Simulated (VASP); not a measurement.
# Mg3Sn2Ir (P4/mmm) in VASP: a series of runs

Mg3Sn2Ir is run at these levels: PBE; tasks: single point.

All numbers are computed with VASP 6.6.1; they aren't measurements. Logs are shortened: lines on timing, memory, paths and dates and some standing lists are left out, and cuts for length are marked.

## Step 1: The cell of the first run

The structure is tetragonal, space group P4/mmm (No. 123). The conventional cell has a = 3.160 Å, b = 3.160 Å, c = 12.647 Å, α = 90.00°, β = 90.00°, γ = 90.00°. Within 3.6 Å of Mg (site symmetry 4mm) lie 4 Ir at 2.71 Å and 5 Mg at 3.05 to 3.16 Å and 4 Sn at 3.33 Å. Within 4.2 Å of Mg (site symmetry 4/mmm) lie 4 Mg at 3.16 Å and 8 Sn at 3.23 Å. Sn (site symmetry 4mm) has 4 Sn at 3.16 Å and 8 Mg at 3.23 to 3.33 Å and 1 Ir at 4.00 Å within 4.2 Å. Within 3.6 Å of Ir (site symmetry 4/mmm) lie 8 Mg at 2.71 Å and 4 Ir at 3.16 Å.

## Step 2: Single point, PBE

INCAR

```
SYSTEM = Mg3Sn2Ir
PREC = Accurate
ENCUT = 520
EDIFF = 1E-6
ISMEAR = 0
SIGMA = 0.1
LREAL = .False.
LASPH = .True.
NELM = 100
ALGO = Normal
ISIF = 2
LWAVE = .False.
LCHARG = .False.
GGA = PE
NBANDS = 30
```

KPOINTS

```
Automatic mesh
0
Gamma
  6 6 2
  0 0 0
```

POSCAR

```
Mg3Sn2Ir
1.0
    3.1602703517      0.0000000000      0.0000000000
    0.0000000000      3.1602703517      0.0000000000
    0.0000000000      0.0000000000     12.6470807821
Mg Sn Ir
3 2 1
Direct
    0.0000000000      0.0000000000      0.8793578086
    0.0000000000      0.0000000000      0.1206421914
    0.0000000000      0.0000000000      0.5000000000
    0.5000000000      0.5000000000      0.3160563783
    0.5000000000      0.5000000000      0.6839436217
    0.5000000000      0.5000000000      0.0000000000
```

Potentials or basis: VASP PAW PBE potentials, release 64 (Mg, Sn_d, Ir).

Command:

```console
cat potpaw_PBE.64/Mg/POTCAR potpaw_PBE.64/Sn_d/POTCAR potpaw_PBE.64/Ir/POTCAR > POTCAR
mpirun -np 1 vasp_std > vasp.out
```

OUTCAR:

```text
SYSTEM = Mg3Sn2Ir
   PREC = Accurate
   ENCUT = 520
   EDIFF = 1E-6
   ISMEAR = 0
   LREAL = .False.
   LASPH = .True.
   NELM = 100
   ISIF = 2
   GGA = PE

 ion  position               nearest neighbor table
   1  0.000  0.000  0.879-   6 2.71   6 2.71   6 2.71   6 2.71   2 3.05   5 3.33   5 3.33   5 3.33
                             5 3.33
   2  0.000  0.000  0.121-   6 2.71   6 2.71   6 2.71   6 2.71   1 3.05   4 3.33   4 3.33   4 3.33
                             4 3.33
   3  0.000  0.000  0.500-   4 3.23   5 3.23   4 3.23   5 3.23   4 3.23   5 3.23   4 3.23   5 3.23

   4  0.500  0.500  0.316-   3 3.23   3 3.23   3 3.23   3 3.23   2 3.33   2 3.33   2 3.33   2 3.33

   5  0.500  0.500  0.684-   3 3.23   3 3.23   3 3.23   3 3.23   1 3.33   1 3.33   1 3.33   1 3.33

   6  0.500  0.500  0.000-   1 2.71   2 2.71   1 2.71   2 2.71   1 2.71   2 2.71   1 2.71   2 2.71

  LATTYP: Found a simple tetragonal cell.
 ALAT       =     3.1602703517
 C/A-ratio  =     4.0018983741

  Lattice vectors:

 A1 = (   3.1602703517,   0.0000000000,   0.0000000000)
 A2 = (   0.0000000000,   3.1602703517,   0.0000000000)
 A3 = (   0.0000000000,   0.0000000000,  12.6470807821)

Analysis of symmetry for initial positions (statically):
=====================================================================
 Subroutine PRICEL returns:
 Original cell was already a primitive cell.

 Routine SETGRP: Setting up the symmetry group for a
 simple tetragonal supercell.

 Subroutine GETGRP returns: Found 16 space group operations
 (whereof 16 operations were pure point group operations)
 out of a pool of 16 trial point group operations.

The static configuration has the point symmetry D_4h.

Analysis of symmetry for dynamics (positions and initial velocities):
=====================================================================
 Subroutine PRICEL returns:
 Original cell was already a primitive cell.

 Routine SETGRP: Setting up the symmetry group for a
 simple tetragonal supercell.

 Subroutine GETGRP returns: Found 16 space group operations
 (whereof 16 operations were pure point group operations)
 out of a pool of 16 trial point group operations.

The dynamic configuration has the point symmetry D_4h.

 Subroutine INISYM returns: Found 16 space group operations
 (whereof 16 operations are pure point group operations),
 and found     1 'primitive' translations

----------------------------------------------------------------------------------------

                                     Primitive cell

  volume of cell :     126.3103
[... 97 lines left out ...]
   NFREE  =      0    steps in history (QN), initial steepest desc. (CG)
   ISIF   =      2    stress and relaxation
   ISYM   =      2    0-nonsym 1-usesym 2-fastsym
   POTIM  = 0.5000    time-step for ionic-motion
   TEBEG  =    0.0;   TEEND  =   0.0 temperature during run
   PSTRESS=    0.0 pullay stress
   NELECT =      43.0000    total number of electrons
   NUPDOWN=      -1.0000    fix difference up-down
   EMIN   =  10.00;   EMAX   =-10.00  energy-range for DOS
   EFERMI =   0.00;   METHOD = LEGACY
   ISMEAR =     0;   SIGMA  =   0.10  broadening in eV -4-tet -1-fermi 0-gaus
   EFERMI_NEDOS =   21; number of points for ismear=-14 and -15
   IALGO  =     38    algorithm
   IMIX   =      4    mixing-type and parameters
     AMIX     =   0.40;   BMIX     =  1.00
     AMIX_MAG =   1.60;   BMIX_MAG =  1.00
  volume/ion in A,a.u.               =      21.05       142.06
  Fermi-wavevector in a.u.,A,eV,Ry     =   1.143101  2.160148 17.778469  1.306681
  Thomas-Fermi vector in A             =   2.279797
   LORBIT       =      0    0 simple, 1 ext, 2 COOP (PROOUT), +10 PAW based schemes
   GGA     = PE    functional components
   LHFCALC =     F    Hartree Fock is set to
   AEXX    =    0.0000 exact exchange contribution
   IVDW    =     0    specifies the selected vdW correction
   LEPSILON=     F    determine dielectric tensor
   LRPA    =     F    only Hartree local field effects (RPA)
 non-spin polarized calculation
 Gauss-broadening in eV      SIGMA  =   0.10
  energy-cutoff  :      520.00
  volume of cell :      126.31
 maximum number of plane-waves:      3448
 NGX is ok and might be reduce to    24
   NGX = 11   NGY = 11   NGZ = 47

 number of electron      42.9999999 magnetization

 Free energy of the ion-electron system (eV)
  ---------------------------------------------------
  ext. energy  EPLUGINS =         0.00000000
  ---------------------------------------------------
  free energy    TOTEN  =       -22.41969039 eV

  energy without entropy =      -22.40548544  energy(sigma->0) =      -22.41258792

 E-fermi :   5.9419     XC(G=0): -10.1507

 val. band max:        5.9188677356   @ k =   0.5000   0.3333   0.0000
 cond. band min:       5.9450543763   @ k =   0.5000   0.3333   0.0000
 fundamental gap:      0.0261866407
 Fermi energy:         5.9418836998

 k-point     1 :       0.0000    0.0000    0.0000
  band No.  band energies     occupation
      1     -15.5977      2.00000
      2     -15.5976      2.00000
      3     -15.4336      2.00000
      4     -15.4304      2.00000
      5     -15.3273      2.00000
      6     -15.3273      2.00000
[... 649 lines left out ...]
     29       8.3516      0.00000
     30       9.4895      0.00000

------------------------ aborting loop because EDIFF is reached ----------------------------------------

  FORCE on cell =-STRESS in cart. coord.  units (eV):
  Direction    XX          YY          ZZ          XY          YZ          ZX
  --------------------------------------------------------------------------------------
  -------------------------------------------------------------------------------------
  Total       -0.2557340     -0.2557340      0.0985690      0.0000000      0.0000000      0.0000000
  in kB       -3.2438466     -3.2438466      1.2502940      0.0000000      0.0000000      0.0000000
  external PRESSURE =      -1.7457997 kB  Pullay stress =       0.0000000 kB

 VOLUME and BASIS-vectors are now :
 -----------------------------------------------------------------------------
  energy-cutoff  :      520.00
  volume of cell :      126.31
      direct lattice vectors                 reciprocal lattice vectors
     3.160270352  0.000000000  0.000000000     0.316428624  0.000000000  0.000000000
     0.000000000  3.160270352  0.000000000     0.000000000  0.316428624  0.000000000
     0.000000000  0.000000000 12.647080782     0.000000000  0.000000000  0.079069630

 POSITION                                       TOTAL-FORCE (eV/Angst)
 -----------------------------------------------------------------------------------
      0.00000      0.00000     11.12131         0.000000     -0.000000     -0.024339
      0.00000      0.00000      1.52577        -0.000000     -0.000000      0.024339
      0.00000      0.00000      6.32354        -0.000000     -0.000000     -0.000000
      1.58014      1.58014      3.99719        -0.000000      0.000000     -0.018431
      1.58014      1.58014      8.64989        -0.000000      0.000000      0.018431
      1.58014      1.58014      0.00000        -0.000000     -0.000000     -0.000000
 -----------------------------------------------------------------------------------
    total drift:                                0.000000     -0.000000      0.000000

  FREE ENERGIE OF THE ION-ELECTRON SYSTEM (eV)
  ---------------------------------------------------
  free  energy   TOTEN  =       -22.4196903940 eV

  energy  without entropy=      -22.4054854426  energy(sigma->0) =      -22.41258792
```

OSZICAR:

```text
N       E                     dE             d eps       ncg     rms          rms(c)
DAV:   1     0.375277697345E+03    0.37528E+03   -0.19380E+04  1218   0.171E+03
DAV:   2     0.226429014220E+02   -0.35263E+03   -0.33825E+03  1200   0.476E+02
DAV:   3    -0.216145231517E+02   -0.44257E+02   -0.42997E+02  1442   0.155E+02
DAV:   4    -0.232993643865E+02   -0.16848E+01   -0.16791E+01  1438   0.322E+01
DAV:   5    -0.233484324210E+02   -0.49068E-01   -0.49061E-01  1592   0.555E+00    0.658E+00
DAV:   6    -0.226000511365E+02    0.74838E+00   -0.25277E+00  1380   0.659E+00    0.349E+00
DAV:   7    -0.225116442641E+02    0.88407E-01   -0.11447E+00  1466   0.608E+00    0.139E+00
DAV:   8    -0.224273427080E+02    0.84302E-01   -0.31352E-01  1578   0.295E+00    0.733E-01
DAV:   9    -0.224208508734E+02    0.64918E-02   -0.37382E-02  1338   0.780E-01    0.238E-01
DAV:  10    -0.224203501587E+02    0.50071E-03   -0.12800E-02  1604   0.695E-01    0.191E-01
DAV:  11    -0.224197255239E+02    0.62463E-03   -0.43204E-03  1704   0.381E-01    0.417E-02
DAV:  12    -0.224197028044E+02    0.22719E-04   -0.24825E-04  1388   0.766E-02    0.255E-02
DAV:  13    -0.224196915426E+02    0.11262E-04   -0.51138E-05  1418   0.364E-02    0.624E-03
DAV:  14    -0.224196902650E+02    0.12776E-05   -0.55547E-06  1304   0.141E-02    0.161E-03
DAV:  15    -0.224196903940E+02   -0.12904E-06   -0.73628E-07   852   0.526E-03
   1 F= -.22419690E+02 E0= -.22412588E+02  d E =-.142050E-01
```

stdout:

```text
POSCAR found type information on POSCAR MgSnIr
 POSCAR found :  3 types and       6 ions
 scaLAPACK will be used
 LDA part: xc-table for (Slater+PW92), standard interpolation
 POSCAR, INCAR and KPOINTS ok, starting setup
 FFT: planning ... GRIDC
 FFT: planning ... GRID_SOFT
 FFT: planning ... GRID
 WAVECAR not read
 entering main loop
```

It took 31 s on 1 thread of AMD EPYC 9R45 (Zen 5), shared host; peak memory 0.24 GiB.

Results:

```yaml
Free_energy: -22.4197 eV
Pressure: -0.2 GPa
Largest_force: 0.024 eV/Å
Band_gap_on_the_k_mesh: zero (an odd number of electrons rules out a gap without spin polarisation)
```

Forces on the atoms (eV/Å):
```
Mg   0.000  0.000 -0.024
Mg   0.000  0.000  0.024
Mg   0.000  0.000  0.000
Sn   0.000  0.000 -0.018
Sn   0.000  0.000  0.018
Ir   0.000  0.000  0.000
```

Caveat: spin-orbit coupling is left out, which moves the levels of the heavy elements.

## Step 3: Single point, PBE

This run uses another cell than the first one, of 23.94 Å³/atom.

INCAR

```
  PREC = Accurate
  ENCUT = 520
  EDIFF = 1E-6
  ISMEAR = 0
  SIGMA = 0.1
  LREAL = F
  LASPH = T
  NELM = 100
  ALGO = Fast
  ISIF = 2
  LWAVE = F
  LCHARG = F
  GGA = PE
  NBANDS = 30
```

KPOINTS

```
Automatic mesh
0
Gamma
  6 6 2
```

POSCAR

```
Mg3Sn2Ir
1.0
    3.6311482900      0.0000000000      0.0000000000
    0.0000000000      3.6311482900      0.0000000000
    0.0000000000      0.0000000000     10.8934448800
Mg Sn Ir
3 2 1
Direct
    0.0000000000      0.0000000000      0.8333333300
    0.0000000000      0.0000000000      0.1666666700
    0.0000000000      0.0000000000      0.5000000000
    0.5000000000      0.5000000000      0.3333333300
    0.5000000000      0.5000000000      0.6666666700
    0.5000000000      0.5000000000      0.0000000000
```

Potentials or basis: VASP PAW PBE potentials, release 64 (Mg, Sn_d, Ir).

Command:

```console
cat potpaw_PBE.64/Mg/POTCAR potpaw_PBE.64/Sn_d/POTCAR potpaw_PBE.64/Ir/POTCAR > POTCAR
mpirun -np 1 vasp_std > vasp.out
```

Wall time 41 s (1 thread of AMD EPYC 9R45 (Zen 5), shared host); peak memory 0.26 GiB.

Results (log left out):

```
Free energy            : -20.3601 eV
Pressure               : -8.1 GPa
Largest force          : 1.901 eV/Å
Band gap on the k mesh : zero (an odd number of electrons rules out a gap without spin polarisation)
```

Forces on the atoms (eV/Å):
```
Mg   0.000  0.000  1.901
Mg   0.000  0.000 -1.901
Mg   0.000  0.000  0.000
Sn   0.000  0.000 -0.276
Sn   0.000  0.000  0.276
Ir   0.000  0.000  0.000
```

Stress tensor (GPa, compression positive):
```
-7.88  0.00  0.00
 0.00 -7.88  0.00
 0.00  0.00 -8.60
```

Levels at points of the mesh, in eV from the Fermi level:
```
           k point  band 19  band 20  band 21  band 22  band 23  band 24
(0.00, 0.00, 0.00)    -0.67    -0.18     1.45     1.45     2.42     2.42
(0.50, 0.00, 0.00)    -0.81    -0.53    -0.48    -0.14     0.77     1.06
(0.50, 0.50, 0.00)    -1.18    -1.18    -0.81     0.09     0.34     0.57
(0.00, 0.00, 0.50)    -0.18     0.53     0.68     1.54     1.54     2.27
(0.50, 0.00, 0.50)    -1.20    -0.81    -0.54     0.44     0.55     2.22
(0.50, 0.50, 0.50)    -1.53    -1.08    -0.91    -0.70     0.27     0.34
```

Caveat: the cell stands under tension; spin-orbit coupling is left out, which moves the levels of the heavy elements; forces of over 1 eV/Å act on the atoms, so gaps and moduli don't describe the material at rest.

## Step 4: Single point, PBE

This run uses another cell than the first one, of 20.98 Å³/atom.

INCAR

```
ALGO = Fast ; EDIFF = 1E-6
ENCUT = 520 ; GGA = PE
ISIF = 2 ; ISMEAR = 0
LASPH = True ; LCHARG = False
LREAL = False ; LWAVE = False
NBANDS = 30 ; NELM = 80
PREC = Accurate ; SIGMA = 0.1
```

KPOINTS

```
k-points
0
Gamma
  12 12 4
```

POSCAR

```
Mg3Sn2Ir
1.0
    3.2051408930      0.0000000000      0.0000000000
    0.0000000000      3.2051408930      0.0000000000
    0.0000000000      0.0000000000     12.2532315745
Mg Sn Ir
3 2 1
Direct
    0.0000000000      0.0000000000      0.8794415346
    0.0000000000      0.0000000000      0.1205584654
    0.0000000000      0.0000000000      0.5000000000
    0.5000000000      0.5000000000      0.3166672901
    0.5000000000      0.5000000000      0.6833327099
    0.5000000000      0.5000000000      0.0000000000
```

Command:

```console
cat potpaw_PBE.64/Mg/POTCAR potpaw_PBE.64/Sn_d/POTCAR potpaw_PBE.64/Ir/POTCAR > POTCAR
mpirun -np 1 vasp_std > vasp.out
```

It took 2.3 min on 1 thread of AMD EPYC 9R45 (Zen 5), shared host; peak memory 0.42 GiB.

Results (log left out):

| Quantity | Value |
| --- | --- |
| Free energy | -22.2736 eV |
| Pressure | -0.1 GPa |
| Largest force | 0.014 eV/Å |
| Band gap on the k mesh | zero (an odd number of electrons rules out a gap without spin polarisation) |

Forces on the atoms (eV/Å):
```
Mg   0.000  0.000  0.014
Mg   0.000  0.000 -0.014
Mg   0.000  0.000  0.000
Sn   0.000  0.000  0.000
Sn   0.000  0.000  0.000
Ir   0.000  0.000  0.000
```

Stress tensor (GPa, compression positive):
```
-0.11  0.00  0.00
 0.00 -0.11  0.00
 0.00  0.00 -0.20
```

Levels at points of the mesh, in eV from the Fermi level:
| k point | band 19 | band 20 | band 21 | band 22 | band 23 | band 24 | band 25 | band 26 |
| --- | --- | --- | --- | --- | --- | --- | --- | --- |
| (0.00, 0.00, 0.00) | -0.89 | -0.23 | 0.25 | 2.09 | 4.28 | 4.28 | 4.74 | 4.74 |
| (0.50, 0.00, 0.00) | -1.46 | -1.29 | -0.91 | -0.71 | 0.00 | 1.38 | 1.95 | 3.14 |
| (0.50, 0.50, 0.00) | -1.71 | -1.58 | 0.61 | 0.61 | 0.85 | 0.88 | 1.09 | 1.56 |
| (0.00, 0.00, 0.50) | -0.89 | -0.89 | -0.23 | 3.60 | 4.33 | 4.33 | 4.67 | 4.67 |
| (0.50, 0.00, 0.50) | -2.10 | -1.46 | -0.71 | -0.22 | 0.52 | 1.49 | 1.57 | 2.23 |
| (0.50, 0.50, 0.50) | -2.01 | -1.37 | 0.39 | 0.85 | 0.85 | 0.86 | 0.86 | 1.64 |

Caveat: spin-orbit coupling is left out, which moves the levels of the heavy elements.

## Step 5: Summary

```tsv
cell	k mesh	gap on the mesh (eV)	pressure (GPa)	largest force (eV/Å)
a = 3.160, b = 3.160, c = 12.647 Å, 6 atoms, atomic positions A	6 × 6 × 2	none	-0.2	0.02
a = 3.631, b = 3.631, c = 10.893 Å, 6 atoms, atomic positions B	6 × 6 × 2	none	-8.1	1.90
a = 3.205, b = 3.205, c = 12.253 Å, 6 atoms, atomic positions A	12 × 12 × 4	none	-0.1	0.01
```

Alike in all rows: task single point; level PBE; potentials or basis VASP PAW PBE potentials, release 64 (Mg, Sn_d, Ir); no spin polarisation; cutoff (eV) 520; smearing gaussian 0.1 eV.

Caveats: spin-orbit coupling is left out, which moves the levels of the heavy elements; the cell stands under tension (at least some runs); forces of over 1 eV/Å act on the atoms, so gaps and moduli don't describe the material at rest (at least some runs).

Absolute energies hang on the potentials; compare differences alone.
